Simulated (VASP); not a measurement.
# TiN (Osbornite) (Fm-3m) in VASP: notebook

Aim: see how the results for TiN (Osbornite) move with the level of theory and the settings. Levels: RPBE, revPBE, PBEsol. Tasks: single point.

Everything below comes from runs of VASP 6.6.1. Logs are shortened: lines on timing, memory, paths and dates and some standing lists are left out, and cuts for length are marked.

### Step 1. The cell of the first run

The structure is cubic, space group Fm-3m (No. 225). The conventional cell has a = 4.238 Å, b = 4.238 Å, c = 4.238 Å, α = 90.00°, β = 90.00°, γ = 90.00°. Ti (site symmetry m-3m) has 6 N at 2.12 Å within 2.8 Å. N (site symmetry m-3m) has 6 Ti at 2.12 Å within 2.8 Å.

### Step 2. Single point, RPBE

Contents of INCAR:

```
SYSTEM = TiN
PREC     = Accurate       ! precision mode
ENCUT    = 520            ! plane-wave cutoff, eV
EDIFF    = 1E-6           ! SCF threshold, eV
ISMEAR   = -1             ! smearing method
SIGMA    = 0.1            ! smearing width, eV
LREAL    = .False.        ! projectors in reciprocal space
LASPH    = .True.         ! aspherical terms in the spheres
NELM     = 100            ! most SCF steps
ALGO     = Normal         ! electronic algorithm
ISIF     = 2              ! what is computed and relaxed
LWAVE    = .False.        ! write WAVECAR
LCHARG   = .True.         ! write CHGCAR
GGA      = RP             ! functional
LELF     = .True.         ! ELF
LVHAR    = .True.       
NBANDS   = 16             ! bands
```

Contents of KPOINTS:

```
Automatic mesh
0
Gamma
  12 12 12
  0 0 0
```

Contents of POSCAR:

```
TiN
1.0
    0.0000000000      2.1190000000      2.1190000000
    2.1190000000      0.0000000000      2.1190000000
    2.1190000000      2.1190000000      0.0000000000
Ti N
1 1
Direct
    0.0000000000      0.0000000000      0.0000000000
    0.5000000000      0.5000000000      0.5000000000
```

Potentials or basis: VASP PAW PBE potentials, release 64 (Ti_sv, N).

The run is started by

```bash
cat potpaw_PBE.64/Ti_sv/POTCAR potpaw_PBE.64/N/POTCAR > POTCAR
mpirun -np 1 vasp_std > vasp.out
```

OUTCAR:

```text
SYSTEM = TiN
   PREC = Accurate
   ENCUT = 520
   EDIFF = 1E-6
   ISMEAR = -1
   LREAL = .False.
   LASPH = .True.
   NELM = 100
   ISIF = 2
   GGA = RP

 ion  position               nearest neighbor table
   1  0.000  0.000  0.000-   2 2.12   2 2.12   2 2.12   2 2.12   2 2.12   2 2.12
   2  0.500  0.500  0.500-   1 2.12   1 2.12   1 2.12   1 2.12   1 2.12   1 2.12

  LATTYP: Found a face centered cubic cell.
 ALAT       =     4.2380000000

  Lattice vectors:

 A1 = (   0.0000000000,   2.1190000000,   2.1190000000)
 A2 = (   2.1190000000,   0.0000000000,   2.1190000000)
 A3 = (   2.1190000000,   2.1190000000,   0.0000000000)

Analysis of symmetry for initial positions (statically):
=====================================================================
 Subroutine PRICEL returns:
 Original cell was already a primitive cell.

 Routine SETGRP: Setting up the symmetry group for a
 face centered cubic supercell.

 Subroutine GETGRP returns: Found 48 space group operations
 (whereof 48 operations were pure point group operations)
 out of a pool of 48 trial point group operations.

The static configuration has the point symmetry O_h .

Analysis of symmetry for dynamics (positions and initial velocities):
=====================================================================
 Subroutine PRICEL returns:
 Original cell was already a primitive cell.

 Routine SETGRP: Setting up the symmetry group for a
 face centered cubic supercell.

 Subroutine GETGRP returns: Found 48 space group operations
 (whereof 48 operations were pure point group operations)
 out of a pool of 48 trial point group operations.

The dynamic configuration has the point symmetry O_h .

 Subroutine INISYM returns: Found 48 space group operations
 (whereof 48 operations are pure point group operations),
 and found     1 'primitive' translations

----------------------------------------------------------------------------------------

                                     Primitive cell

  volume of cell :      19.0293

  direct lattice vectors                    reciprocal lattice vectors
     0.000000000  2.119000000  2.119000000    -0.235960359  0.235960359  0.235960359
     2.119000000  0.000000000  2.119000000     0.235960359 -0.235960359  0.235960359
     2.119000000  2.119000000  0.000000000     0.235960359  0.235960359 -0.235960359

  length of vectors
     2.996718539  2.996718539  2.996718539     0.408695330  0.408695330  0.408695330

  position of ions in fractional coordinates (direct lattice)
     0.000000000  0.000000000  0.000000000
     0.500000000  0.500000000  0.500000000

  ion indices of the primitive-cell ions
   primitive index   ion index
                 1           1
                 2           2

----------------------------------------------------------------------------------------

 KPOINTS: Automatic mesh

Automatic generation of k-mesh.
 Grid dimensions read from file:
 generate k-points for:   12   12   12

 Generating k-lattice:

  Cartesian coordinates                     Fractional coordinates (reciprocal lattice)
    -0.019663363  0.019663363  0.019663363     0.083333333  0.000000000  0.000000000
     0.019663363 -0.019663363  0.019663363     0.000000000  0.083333333  0.000000000
     0.019663363  0.019663363 -0.019663363     0.000000000  0.000000000  0.083333333

  Length of vectors
     0.034057944  0.034057944  0.034057944

  Shift w.r.t. Gamma in fractional coordinates (k-lattice)
     0.000000000  0.000000000  0.000000000

 Subroutine IBZKPT returns following result:
 ===========================================

 Found     72 irreducible k-points:

 Following reciprocal coordinates:
            Coordinates               Weight
  0.000000  0.000000  0.000000      1.000000
  0.083333  0.000000  0.000000      8.000000
  0.166667  0.000000  0.000000      8.000000
  0.250000  0.000000  0.000000      8.000000
  0.333333  0.000000  0.000000      8.000000
  0.416667  0.000000  0.000000      8.000000
[... 16 lines left out ...]
  0.500000  0.166667  0.000000     24.000000
 -0.416667  0.166667  0.000000     24.000000
 [... further k-points ...]
   k-points           NKPTS =     72   k-points in BZ     NKDIM =     72   number of bands    NBANDS=     16
   number of dos      NEDOS =    301   number of ions     NIONS =      2
   total plane-waves  NPLWV =  13824
   dimension x,y,z NGX =    24 NGY =   24 NGZ =   24
   dimension x,y,z NGXF=    48 NGYF=   48 NGZF=   48
   ions per type =               1   1
   NGX,Y,Z   is equivalent  to a cutoff of  13.31, 13.31, 13.31 a.u.
   NGXF,Y,Z  is equivalent  to a cutoff of  26.63, 26.63, 26.63 a.u.
 SYSTEM =  TiN
   PREC   = accura    normal or accurate (medium, high low for compatibility)
   ISTART =      0    job   : 0-new  1-cont  2-samecut
   ICHARG =      2    charge: 1-file 2-atom 10-const
   ISPIN  =      1    spin polarized calculation?
   LNONCOLLINEAR =      F non collinear calculations
   LSORBIT =      F    spin-orbit coupling
   LASPH  =      T    aspherical Exc in radial PAW
   ENCUT  =  520.0 eV  38.22 Ry    6.18 a.u.   5.57  5.57  5.57*2*pi/ulx,y,z
   NELM   =    100;   NELMIN=  2; NELMDL= -5     # of ELM steps
   EDIFF  = 0.1E-05   stopping-criterion for ELM
   LREAL  =      F    real-space projection
   EDIFFG = 0.1E-04   stopping-criterion for IOM
   NSW    =      0    number of steps for IOM
   IBRION =     -1    ionic relax: 0-MD 1-quasi-New 2-CG
   NFREE  =      0    steps in history (QN), initial steepest desc. (CG)
   ISIF   =      2    stress and relaxation
   ISYM   =      2    0-nonsym 1-usesym 2-fastsym
   POTIM  = 0.5000    time-step for ionic-motion
   TEBEG  =    0.0;   TEEND  =   0.0 temperature during run
   PSTRESS=    0.0 pullay stress
   NELECT =      17.0000    total number of electrons
   NUPDOWN=      -1.0000    fix difference up-down
   EMIN   =  10.00;   EMAX   =-10.00  energy-range for DOS
   EFERMI =   0.00;   METHOD = LEGACY
   ISMEAR =    -1;   SIGMA  =   0.10  broadening in eV -4-tet -1-fermi 0-gaus
   EFERMI_NEDOS =   21; number of points for ismear=-14 and -15
   IALGO  =     38    algorithm
   IMIX   =      4    mixing-type and parameters
     AMIX     =   0.40;   BMIX     =  1.00
     AMIX_MAG =   1.60;   BMIX_MAG =  1.00
  volume/ion in A,a.u.               =       9.51        64.21
  Fermi-wavevector in a.u.,A,eV,Ry     =   1.576704  2.979539 33.824024  2.485996
  Thomas-Fermi vector in A             =   2.677497
   LORBIT       =      0    0 simple, 1 ext, 2 COOP (PROOUT), +10 PAW based schemes
   GGA     = RP    functional components
   LHFCALC =     F    Hartree Fock is set to
   AEXX    =    0.0000 exact exchange contribution
   IVDW    =     0    specifies the selected vdW correction
   LEPSILON=     F    determine dielectric tensor
   LRPA    =     F    only Hartree local field effects (RPA)
 non-spin polarized calculation
  energy-cutoff  :      520.00
  volume of cell :       19.03
 maximum number of plane-waves:       532
 NGX is ok and might be reduce to    24
   NGX = 11   NGY = 11   NGZ = 11

 number of electron      17.0000002 magnetization

 Free energy of the ion-electron system (eV)
  ---------------------------------------------------
  ext. energy  EPLUGINS =         0.00000000
  ---------------------------------------------------
  free energy    TOTEN  =       -18.67708619 eV

  energy without entropy =      -18.65032620  energy(sigma->0) =      -18.66370620

 E-fermi :  11.5951     XC(G=0): -12.9167

 val. band max:       11.5772585962   @ k =   0.1667   0.0000   0.0000
 cond. band min:      11.6118009543   @ k =   0.0833   0.0833   0.0000
 fundamental gap:      0.0345423581
 Fermi energy:        11.5951084413

 k-point     1 :       0.0000    0.0000    0.0000
  band No.  band energies     occupation
      1     -46.3988      2.00000
      2     -22.3082      2.00000
      3     -22.3082      2.00000
      4     -22.3082      2.00000
      5      -5.5925      2.00000
      6       9.5548      2.00000
[... 8 lines left out ...]
     15      24.7865      0.00000
     16      31.3570      0.00000

 k-point     2 :       0.0833    0.0000    0.0000
  band No.  band energies     occupation
      1     -46.3924      2.00000
      2     -22.3536      2.00000
      3     -22.3120      2.00000
      4     -22.3120      2.00000
      5      -5.4579      2.00000
      6       8.8278      2.00000
[... 8 lines left out ...]
     15      24.8759      0.00000
     16      31.1710      0.00000

 k-point     3 :       0.1667    0.0000    0.0000
  band No.  band energies     occupation
      1     -46.3748      2.00000
      2     -22.4756      2.00000
      3     -22.3223      2.00000
      4     -22.3223      2.00000
      5      -5.0771      2.00000
      6       7.4751      2.00000
[... 8 lines left out ...]
     15      24.8484      0.00000
     16      30.4665      0.00000

 k-point     4 :       0.2500    0.0000    0.0000
  band No.  band energies     occupation
      1     -46.3508      2.00000
      2     -22.6385      2.00000
      3     -22.3362      2.00000
      4     -22.3362      2.00000
      5      -4.5173      2.00000
      6       6.0448      2.00000
[... 8 lines left out ...]
     15      24.5267      0.00000
     16      29.1832      0.00000
[... 324 lines left out ...]
 k-point    22 :       0.4167    0.1667    0.0000
  band No.  band energies     occupation
      1     -46.3070      2.00000
      2     -22.8071      2.00000
      3     -22.4248      2.00000
      4     -22.4062      2.00000
      5      -3.7530      2.00000
      6       4.6672      2.00000
[... 8 lines left out ...]
     15      24.6179      0.00000
     16      26.3539      0.00000

 k-point    23 :       0.5000    0.1667    0.0000
  band No.  band energies     occupation
      1     -46.2946      2.00000
      2     -22.8752      2.00000
      3     -22.4544      2.00000
      4     -22.4016      2.00000
      5      -3.4271      2.00000
      6       4.2309      2.00000
[... 8 lines left out ...]
     15      24.8332      0.00000
     16      25.6720      0.00000

 k-point    24 :      -0.4167    0.1667    0.0000
  band No.  band energies     occupation
      1     -46.2930      2.00000
      2     -22.8824      2.00000
      3     -22.4756      2.00000
      4     -22.3864      2.00000
      5      -3.3406      2.00000
      6       4.1001      2.00000
[... 8 lines left out ...]
     15      24.6238      0.00000
     16      25.6967      0.00000

 [... further k-points ...]
[... 5 lines left out ...]
  --------------------------------------------------------------------------------------
  -------------------------------------------------------------------------------------
  Total        0.9044264      0.9044264      0.9044264      0.0000000     -0.0000000      0.0000000
  in kB       76.1484317     76.1484317     76.1484317      0.0000000     -0.0000000      0.0000000
  external PRESSURE =      76.1484317 kB  Pullay stress =       0.0000000 kB

 VOLUME and BASIS-vectors are now :
 -----------------------------------------------------------------------------
  energy-cutoff  :      520.00
  volume of cell :       19.03
      direct lattice vectors                 reciprocal lattice vectors
     0.000000000  2.119000000  2.119000000    -0.235960359  0.235960359  0.235960359
     2.119000000  0.000000000  2.119000000     0.235960359 -0.235960359  0.235960359
     2.119000000  2.119000000  0.000000000     0.235960359  0.235960359 -0.235960359

 POSITION                                       TOTAL-FORCE (eV/Angst)
 -----------------------------------------------------------------------------------
      0.00000      0.00000      0.00000         0.000000      0.000000      0.000000
      2.11900      2.11900      2.11900        -0.000000     -0.000000     -0.000000
 -----------------------------------------------------------------------------------
    total drift:                                0.000000     -0.000000     -0.000000

  FREE ENERGIE OF THE ION-ELECTRON SYSTEM (eV)
  ---------------------------------------------------
  free  energy   TOTEN  =       -18.6770861870 eV

  energy  without entropy=      -18.6503262041  energy(sigma->0) =      -18.66370620
```

Run time: 19 s. Hardware: 1 thread of Intel Xeon Platinum 8488C (Sapphire Rapids), shared host; peak memory 0.15 GiB.

What came out:

```yaml
Free_energy: -18.6771 eV
Pressure: 7.6 GPa
```

Caveat: the PAW data sets were made with another functional, which shifts forces and pressure a little.

### Step 3. Single point, revPBE

Contents of INCAR:

```
SYSTEM = TiN
PREC = Accurate
ENCUT = 520
EDIFF = 1E-7
ISMEAR = -1
SIGMA = 0.1
LREAL = .FALSE.
LASPH = .TRUE.
NELM = 100
ALGO = Normal
ISIF = 2
LWAVE = .FALSE.
LCHARG = .FALSE.
GGA = RE
NBANDS = 16
```

Contents of KPOINTS:

```
Automatic mesh
0
G
  12 12 12
  0 0 0
```

POSCAR is that of step 2.

Potentials or basis: VASP PAW PBE potentials, release 64 (Ti_sv, N).

The run is started by

```bash
cat potpaw_PBE.64/Ti_sv/POTCAR potpaw_PBE.64/N/POTCAR > POTCAR
mpirun -np 1 vasp_std > vasp.out
```

OUTCAR:

```text
SYSTEM = TiN
   PREC = Accurate
   ENCUT = 520
   EDIFF = 1E-7
   ISMEAR = -1
   LREAL = .FALSE.
   LASPH = .TRUE.
   NELM = 100
   ISIF = 2
   GGA = RE

 ion  position               nearest neighbor table
   1  0.000  0.000  0.000-   2 2.12   2 2.12   2 2.12   2 2.12   2 2.12   2 2.12
   2  0.500  0.500  0.500-   1 2.12   1 2.12   1 2.12   1 2.12   1 2.12   1 2.12

  LATTYP: Found a face centered cubic cell.
 ALAT       =     4.2380000000

  Lattice vectors:

[... 192 lines left out ...]
      6       9.5241      2.00000
[... 433 lines left out ...]
      3     -22.4901      2.00000
      4     -22.4006      2.00000
      5      -3.3490      2.00000
      6       4.0681      2.00000
[... 8 lines left out ...]
     15      24.5856      0.00000
     16      25.6487      0.00000

 [... further k-points ...]
[... 5 lines left out ...]
  --------------------------------------------------------------------------------------
  -------------------------------------------------------------------------------------
  Total        0.7359148      0.7359148      0.7359148     -0.0000000      0.0000000      0.0000000
  in kB       61.9605511     61.9605511     61.9605511     -0.0000000      0.0000000      0.0000000
  external PRESSURE =      61.9605511 kB  Pullay stress =       0.0000000 kB

 VOLUME and BASIS-vectors are now :
 -----------------------------------------------------------------------------
  energy-cutoff  :      520.00
  volume of cell :       19.03
      direct lattice vectors                 reciprocal lattice vectors
     0.000000000  2.119000000  2.119000000    -0.235960359  0.235960359  0.235960359
     2.119000000  0.000000000  2.119000000     0.235960359 -0.235960359  0.235960359
     2.119000000  2.119000000  0.000000000     0.235960359  0.235960359 -0.235960359

 POSITION                                       TOTAL-FORCE (eV/Angst)
 -----------------------------------------------------------------------------------
      0.00000      0.00000      0.00000        -0.000000     -0.000000     -0.000000
      2.11900      2.11900      2.11900         0.000000      0.000000      0.000000
 -----------------------------------------------------------------------------------
    total drift:                                0.000000     -0.000000     -0.000000

  FREE ENERGIE OF THE ION-ELECTRON SYSTEM (eV)
  ---------------------------------------------------
  free  energy   TOTEN  =       -18.8531624958 eV

  energy  without entropy=      -18.8264042387  energy(sigma->0) =      -18.83978337
```

stdout:

```text
POSCAR found type information on POSCAR TiN
 POSCAR found :  2 types and       2 ions
 scaLAPACK will be used
 -----------------------------------------------------------------------------
|                                                                             |
|                                                                             |
|     You enforced a specific xc type in the INCAR file but a different       |
|     I HOPE YOU KNOW WHAT YOU ARE DOING!                                     |
|                                                                             |
 -----------------------------------------------------------------------------

 LDA part: xc-table for (Slater+PW92), standard interpolation
 POSCAR, INCAR and KPOINTS ok, starting setup
 FFT: planning ... GRIDC
 FFT: planning ... GRID_SOFT
 FFT: planning ... GRID
 WAVECAR not read
 entering main loop
```

Wall time 17 s (1 thread of Intel Xeon Platinum 8488C (Sapphire Rapids), shared host); peak memory 0.15 GiB.

Results:

- Free energy: -18.8532 eV
- Pressure: 6.2 GPa

Caveat: the PAW data sets were made with another functional, which shifts forces and pressure a little.

(Part 1 of 2 ends here.)
